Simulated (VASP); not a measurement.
# BaTiO3 (P4mm) in VASP: further runs

BaTiO3 is run at these levels: PBE; tasks: single point.

All numbers are computed with VASP 6.6.1; they aren't measurements. Logs are shortened: lines on timing, memory, paths and dates and some standing lists are left out, and cuts for length are marked.

## Step 1: The cell of the first run

Symmetry: P4mm, No. 99, tetragonal system. Conventional cell: a = 4.105 Å, b = 4.105 Å, c = 4.139 Å, α = 90.00°, β = 90.00°, γ = 90.00°. Ba (site symmetry 4mm) has 12 O at 2.82 to 3.01 Å and 8 Ti at 3.52 to 3.61 Å within 3.7 Å. Ti (site symmetry 4mm) has 6 O at 1.78 to 2.35 Å within 2.4 Å. Within 2.4 Å of O (site symmetry 4mm) lie 2 Ti at 1.78 to 2.35 Å. O (site symmetry 2mm) has 2 Ti at 2.06 Å within 2.7 Å.

## Step 2: Single point, PBE (strain +0.030 along x and y, -0.015 along z)

Input file INCAR:

```
  PREC = Accurate
  ENCUT = 1340
  EDIFF = 1E-6
  ISMEAR = 0
  SIGMA = 0.05
  LREAL = False
  LASPH = True
  NELM = 120
  ALGO = Normal
  ISIF = 2
  LWAVE = False
  LCHARG = False
  GGA = PE
  NBANDS = 28
  GGA_COMPAT = False
```

Input file KPOINTS:

```
regular mesh
0
Gamma
  8 8 6
```

Input file POSCAR:

```
BaTiO3
1.0
    4.1049142711      0.0000000000      0.0000000000
    0.0000000000      4.1049142711      0.0000000000
    0.0000000000      0.0000000000      4.1387801373
Ba Ti O
1 1 3
Direct
    0.0000000000      0.0000000000      0.9863187693
    0.5000000000      0.5000000000      0.4690806688
    0.5000000000      0.5000000000      0.0378497747
    0.5000000000      0.0000000000      0.5173753936
    0.0000000000      0.5000000000      0.5173753936
```

Potentials or basis: VASP PAW PBE potentials, release 64 (Ba_sv, Ti_sv, O_h).

Run with:

```bash
$ cat potpaw_PBE.64/Ba_sv/POTCAR potpaw_PBE.64/Ti_sv/POTCAR potpaw_PBE.64/O_h/POTCAR > POTCAR
$ mpirun -np 1 vasp_std > vasp.out
```

OUTCAR:

```text
PREC = Accurate
   ENCUT = 1340
   EDIFF = 1E-6
   ISMEAR = 0
   LREAL = False
   LASPH = True
   NELM = 120
   ISIF = 2
   GGA = PE

 ion  position               nearest neighbor table
   1  0.000  0.000  0.986-   4 2.82   5 2.82   5 2.82   4 2.82   3 2.91   3 2.91   3 2.91   3 2.91
                             4 3.01   5 3.01   5 3.01   4 3.01   2 3.52   2 3.52   2 3.52   2 3.52
   2  0.500  0.500  0.469-   3 1.78   4 2.06   5 2.06   4 2.06   5 2.06   1 3.52   1 3.52   1 3.52
                             1 3.52   1 3.61   1 3.61   1 3.61   1 3.61
   3  0.500  0.500  0.038-   2 1.78   1 2.91   1 2.91   1 2.91   1 2.91
   4  0.500  0.000  0.517-   2 2.06   2 2.06   1 2.82   1 2.82   1 3.01   1 3.01
   5  0.000  0.500  0.517-   2 2.06   2 2.06   1 2.82   1 2.82   1 3.01   1 3.01

  LATTYP: Found a simple tetragonal cell.
 ALAT       =     4.1049142711
 C/A-ratio  =     1.0082500788

  Lattice vectors:

 A1 = (   4.1049142711,   0.0000000000,   0.0000000000)
 A2 = (   0.0000000000,   4.1049142711,   0.0000000000)
 A3 = (   0.0000000000,   0.0000000000,   4.1387801373)

Analysis of symmetry for initial positions (statically):
=====================================================================
 Subroutine PRICEL returns:
 Original cell was already a primitive cell.

 Routine SETGRP: Setting up the symmetry group for a
 simple tetragonal supercell.

 Subroutine GETGRP returns: Found  8 space group operations
 (whereof  8 operations were pure point group operations)
 out of a pool of 16 trial point group operations.

The static configuration has the point symmetry C_4v.

Analysis of symmetry for dynamics (positions and initial velocities):
=====================================================================
 Subroutine PRICEL returns:
 Original cell was already a primitive cell.

 Routine SETGRP: Setting up the symmetry group for a
 simple tetragonal supercell.

 Subroutine GETGRP returns: Found  8 space group operations
 (whereof  8 operations were pure point group operations)
 out of a pool of 16 trial point group operations.

The dynamic configuration has the point symmetry C_4v.

 Subroutine INISYM returns: Found  8 space group operations
 (whereof  8 operations are pure point group operations),
 and found     1 'primitive' translations

----------------------------------------------------------------------------------------

                                     Primitive cell

  volume of cell :      69.7398

  direct lattice vectors                    reciprocal lattice vectors
     4.104914271  0.000000000  0.000000000     0.243610447  0.000000000  0.000000000
     0.000000000  4.104914271  0.000000000     0.000000000  0.243610447  0.000000000
     0.000000000  0.000000000  4.138780137     0.000000000  0.000000000  0.241617087

  length of vectors
     4.104914271  4.104914271  4.138780137     0.243610447  0.243610447  0.241617087

  position of ions in fractional coordinates (direct lattice)
     0.000000000  0.000000000  0.986318769
     0.500000000  0.500000000  0.469080669
     0.500000000  0.500000000  0.037849775
     0.500000000  0.000000000  0.517375394
     0.000000000  0.500000000  0.517375394

  ion indices of the primitive-cell ions
   primitive index   ion index
                 1           1
                 2           2
                 3           3
                 4           4
                 5           5

----------------------------------------------------------------------------------------

 KPOINTS: regular mesh

Automatic generation of k-mesh.
 Grid dimensions read from file:
 generate k-points for:    8    8    6

 Generating k-lattice:

  Cartesian coordinates                     Fractional coordinates (reciprocal lattice)
     0.030451306  0.000000000  0.000000000     0.125000000  0.000000000  0.000000000
     0.000000000  0.030451306  0.000000000     0.000000000  0.125000000  0.000000000
     0.000000000  0.000000000  0.040269514     0.000000000  0.000000000  0.166666667

  Length of vectors
     0.030451306  0.030451306  0.040269514

  Shift w.r.t. Gamma in fractional coordinates (k-lattice)
     0.000000000  0.000000000  0.000000000

 Subroutine IBZKPT returns following result:
 ===========================================

 Found     60 irreducible k-points:

 Following reciprocal coordinates:
            Coordinates               Weight
  0.000000  0.000000  0.000000      1.000000
  0.125000  0.000000  0.000000      4.000000
  0.250000  0.000000  0.000000      4.000000
  0.375000  0.000000  0.000000      4.000000
  0.500000  0.000000  0.000000      2.000000
  0.125000  0.125000  0.000000      4.000000
[... 16 lines left out ...]
  0.375000  0.125000  0.166667     16.000000
  0.500000  0.125000  0.166667      8.000000
 [... further k-points ...]
   k-points           NKPTS =     60   k-points in BZ     NKDIM =     60   number of bands    NBANDS=     28
   number of dos      NEDOS =    301   number of ions     NIONS =      5
   total plane-waves  NPLWV = 125000
   dimension x,y,z NGX =    50 NGY =   50 NGZ =   50
   dimension x,y,z NGXF=   100 NGYF=  100 NGZF=  100
   ions per type =               1   1   3
   NGX,Y,Z   is equivalent  to a cutoff of  20.25, 20.25, 20.08 a.u.
   NGXF,Y,Z  is equivalent  to a cutoff of  40.50, 40.50, 40.17 a.u.
 SYSTEM =  unknown system
   PREC   = accura    normal or accurate (medium, high low for compatibility)
   ISTART =      0    job   : 0-new  1-cont  2-samecut
   ICHARG =      2    charge: 1-file 2-atom 10-const
   ISPIN  =      1    spin polarized calculation?
   LNONCOLLINEAR =      F non collinear calculations
   LSORBIT =      F    spin-orbit coupling
   LASPH  =      T    aspherical Exc in radial PAW
   ENCUT  = 1340.0 eV  98.49 Ry    9.92 a.u.  12.25 12.25 12.35*2*pi/ulx,y,z
   NELM   =    120;   NELMIN=  2; NELMDL= -5     # of ELM steps
   EDIFF  = 0.1E-05   stopping-criterion for ELM
   LREAL  =      F    real-space projection
[... 7 lines left out ...]
   TEBEG  =    0.0;   TEEND  =   0.0 temperature during run
   PSTRESS=    0.0 pullay stress
   NELECT =      40.0000    total number of electrons
   NUPDOWN=      -1.0000    fix difference up-down
   EMIN   =  10.00;   EMAX   =-10.00  energy-range for DOS
   EFERMI =   0.00;   METHOD = LEGACY
   ISMEAR =     0;   SIGMA  =   0.05  broadening in eV -4-tet -1-fermi 0-gaus
   EFERMI_NEDOS =   21; number of points for ismear=-14 and -15
   IALGO  =     38    algorithm
   IMIX   =      4    mixing-type and parameters
     AMIX     =   0.40;   BMIX     =  1.00
     AMIX_MAG =   1.60;   BMIX_MAG =  1.00
  volume/ion in A,a.u.               =      13.95        94.13
  Fermi-wavevector in a.u.,A,eV,Ry     =   1.360195  2.570397 25.172569  1.850132
  Thomas-Fermi vector in A             =   2.486878
   LORBIT       =      0    0 simple, 1 ext, 2 COOP (PROOUT), +10 PAW based schemes
   GGA     = PE    functional components
   LHFCALC =     F    Hartree Fock is set to
   AEXX    =    0.0000 exact exchange contribution
   IVDW    =     0    specifies the selected vdW correction
   LEPSILON=     F    determine dielectric tensor
   LRPA    =     F    only Hartree local field effects (RPA)
 non-spin polarized calculation
 Gauss-broadening in eV      SIGMA  =   0.05
  energy-cutoff  :     1340.00
  volume of cell :       69.74
 maximum number of plane-waves:      7817
 NGX is ok and might be reduce to    50
   NGX = 25   NGY = 25   NGZ = 25

 number of electron      40.0000003 magnetization

 Free energy of the ion-electron system (eV)
  ---------------------------------------------------
  ext. energy  EPLUGINS =         0.00000000
  ---------------------------------------------------
  free energy    TOTEN  =       -39.99344509 eV

  energy without entropy =      -39.99344509  energy(sigma->0) =      -39.99344509

 E-fermi :   4.0077     XC(G=0): -10.7989

 val. band max:        3.6837593539   @ k =   0.5000   0.5000   0.5000
 cond. band min:       5.4035475084   @ k =   0.0000   0.0000   0.0000
 fundamental gap:      1.7197881545
 Fermi energy:         4.0077004895

 k-point     1 :       0.0000    0.0000    0.0000
  band No.  band energies     occupation
      1     -53.0683      2.00000
      2     -29.4044      2.00000
      3     -29.2416      2.00000
      4     -29.2416      2.00000
      5     -21.5384      2.00000
      6     -13.2231      2.00000
[... 20 lines left out ...]
     27       8.5597      0.00000
     28       9.9746      0.00000

 k-point     2 :       0.1250    0.0000    0.0000
  band No.  band energies     occupation
      1     -53.0682      2.00000
      2     -29.4042      2.00000
      3     -29.2468      2.00000
      4     -29.2414      2.00000
      5     -21.5273      2.00000
      6     -13.2371      2.00000
[... 20 lines left out ...]
     27       8.8171      0.00000
     28      10.3279      0.00000

 k-point     3 :       0.2500    0.0000    0.0000
  band No.  band energies     occupation
      1     -53.0680      2.00000
      2     -29.4037      2.00000
      3     -29.2593      2.00000
      4     -29.2410      2.00000
      5     -21.5003      2.00000
      6     -13.2864      2.00000
[... 20 lines left out ...]
     27       9.4713      0.00000
     28      11.2886      0.00000

 k-point     4 :       0.3750    0.0000    0.0000
  band No.  band energies     occupation
      1     -53.0677      2.00000
      2     -29.4032      2.00000
      3     -29.2717      2.00000
      4     -29.2405      2.00000
      5     -21.4729      2.00000
      6     -13.3522      2.00000
[... 20 lines left out ...]
     27      10.2685      0.00000
     28      11.4618      0.00000

 k-point     5 :       0.5000    0.0000    0.0000
  band No.  band energies     occupation
      1     -53.0676      2.00000
      2     -29.4030      2.00000
      3     -29.2768      2.00000
      4     -29.2403      2.00000
      5     -21.4615      2.00000
      6     -13.3828      2.00000
[... 20 lines left out ...]
     27      10.6575      0.00000
     28      11.4333      0.00000

 k-point     6 :       0.1250    0.1250    0.0000
  band No.  band energies     occupation
      1     -53.0681      2.00000
      2     -29.4040      2.00000
      3     -29.2467      2.00000
      4     -29.2465      2.00000
      5     -21.5167      2.00000
      6     -13.2420      2.00000
[... 463 lines left out ...]
      5     -21.5007      2.00000
      6     -13.1649      2.00000
[... 20 lines left out ...]
     27       9.4465      0.00000
     28      10.8536      0.00000

 k-point    22 :       0.2500    0.1250    0.1667
  band No.  band energies     occupation
      1     -53.0677      2.00000
      2     -29.4117      2.00000
      3     -29.2586      2.00000
      4     -29.2457      2.00000
      5     -21.4767      2.00000
      6     -13.1774      2.00000
[... 20 lines left out ...]
     27      10.0380      0.00000
     28      11.1693      0.00000

 k-point    23 :       0.3750    0.1250    0.1667
  band No.  band energies     occupation
      1     -53.0675      2.00000
      2     -29.4112      2.00000
      3     -29.2709      2.00000
      4     -29.2453      2.00000
      5     -21.4523      2.00000
      6     -13.2107      2.00000
[... 20 lines left out ...]
     27      10.7815      0.00000
     28      11.6383      0.00000

 k-point    24 :       0.5000    0.1250    0.1667
  band No.  band energies     occupation
      1     -53.0674      2.00000
      2     -29.4109      2.00000
      3     -29.2760      2.00000
      4     -29.2451      2.00000
      5     -21.4421      2.00000
      6     -13.2291      2.00000
[... 20 lines left out ...]
     27      11.0964      0.00000
     28      11.8170      0.00000

 [... further k-points ...]
[... 5 lines left out ...]
  --------------------------------------------------------------------------------------
  -------------------------------------------------------------------------------------
  Total       -3.0774633     -3.0774633     -0.0457314      0.0000000      0.0000000      0.0000000
  in kB      -70.7005721    -70.7005721     -1.0506167      0.0000000      0.0000000      0.0000000
  external PRESSURE =     -47.4839203 kB  Pullay stress =       0.0000000 kB

 VOLUME and BASIS-vectors are now :
 -----------------------------------------------------------------------------
  energy-cutoff  :     1340.00
  volume of cell :       69.74
      direct lattice vectors                 reciprocal lattice vectors
     4.104914271  0.000000000  0.000000000     0.243610447  0.000000000  0.000000000
     0.000000000  4.104914271  0.000000000     0.000000000  0.243610447  0.000000000
     0.000000000  0.000000000  4.138780137     0.000000000  0.000000000  0.241617087

 POSITION                                       TOTAL-FORCE (eV/Angst)
 -----------------------------------------------------------------------------------
      0.00000      0.00000      4.08216         0.000000     -0.000000      0.034837
      2.05246      2.05246      1.94142         0.000000      0.000000      0.361118
      2.05246      2.05246      0.15665         0.000000     -0.000000     -0.257845
      2.05246      0.00000      2.14130         0.000000     -0.000000     -0.069055
      0.00000      2.05246      2.14130        -0.000000     -0.000000     -0.069055
 -----------------------------------------------------------------------------------
    total drift:                                0.000000     -0.000000      0.000623

  FREE ENERGIE OF THE ION-ELECTRON SYSTEM (eV)
  ---------------------------------------------------
  free  energy   TOTEN  =       -39.9934450911 eV

  energy  without entropy=      -39.9934450911  energy(sigma->0) =      -39.99344509
```

Wall time 8.8 min (1 thread of Intel Xeon Platinum 8259CL at 2.50GHz (Skylake/Cascade Lake), shared host); peak memory 0.69 GiB.

What came out:

```
Free energy            : -39.9934 eV
Pressure               : -4.7 GPa
Largest force          : 0.361 eV/Å
Band gap on the k mesh : 1.72 eV (least direct gap 2.20 eV)
```

Forces in eV/Å, atoms in the order of the input:
```
Ba   0.000  0.000  0.035
Ti   0.000  0.000  0.361
O    0.000  0.000 -0.258
O    0.000  0.000 -0.069
O    0.000  0.000 -0.069
```

Levels at points of the mesh, in eV from the valence-band top:
| k point | band 16 | band 17 | band 18 | band 19 | band 20 | band 21 | band 22 | band 23 | band 24 | band 25 |
| --- | --- | --- | --- | --- | --- | --- | --- | --- | --- | --- |
| (0.00, 0.00, 0.00) | -1.72 | -1.09 | -0.82 | -0.48 | -0.48 | 1.72 | 2.41 | 2.41 | 3.62 | 4.15 |
| (0.50, 0.00, 0.00) | -1.78 | -1.70 | -1.49 | -1.46 | -1.25 | 2.47 | 3.17 | 3.32 | 3.96 | 5.09 |
| (0.50, 0.50, 0.00) | -2.70 | -2.01 | -1.28 | -1.28 | -0.08 | 3.35 | 3.35 | 3.59 | 4.15 | 6.78 |
| (0.00, 0.00, 0.50) | -2.35 | -1.86 | -1.81 | -0.70 | -0.70 | 1.86 | 3.49 | 3.49 | 3.63 | 5.64 |
| (0.50, 0.00, 0.50) | -2.39 | -1.78 | -0.99 | -0.93 | -0.40 | 3.21 | 3.50 | 3.65 | 4.35 | 6.83 |
| (0.50, 0.50, 0.50) | -2.74 | -2.40 | -0.32 | -0.32 | 0.00 | 3.75 | 3.85 | 3.85 | 5.78 | 6.30 |

Caveat: the cell differs from its parent crystal (strain +0.030 along x and y, -0.015 along z); the stress differs along the axes, from -7 to -0 GPa; spin-orbit coupling is left out, which moves the levels of the heavy elements.

(Part 1 of 2 ends here.)
